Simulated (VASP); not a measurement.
Here is a VASP 6.6.1 calculation.

File INCAR:

```
SYSTEM = Ag
  PREC = Accurate
  ENCUT = 520
  EDIFF = 1E-6
  ISMEAR = 0
  SIGMA = 0.15
  LREAL = .FALSE.
  LASPH = .TRUE.
  NELM = 80
  ALGO = Fast
  ISIF = 2
  LWAVE = .FALSE.
  LCHARG = .FALSE.
  GGA = PS
  NBANDS = 12
```

KPOINTS

```
Automatic mesh
0
G
  20 20 20
  0 0 0
```

POSCAR

```
Ag
1.0
   -1.5232016800      1.5232016800      1.5894278400
    1.5232016800     -1.5232016800      1.5894278400
    1.5232016800      1.5232016800     -1.5894278400
Ag
1
Direct
    0.0000000000      0.0000000000      0.0000000000
```

Potentials or basis: VASP PAW PBE potentials, release 64 (Ag).

Command:

```sh
$ cat potpaw_PBE.64/Ag/POTCAR > POTCAR
$ mpirun -np 1 vasp_std > vasp.out
```

(1) What does it give for the pressure?

## Answers

(1) 20.7 GPa.

Caveat: the cell differs from its parent crystal (strain -0.080 along x and y, -0.040 along z); the PAW data sets were made with another functional, which shifts forces and pressure a little.
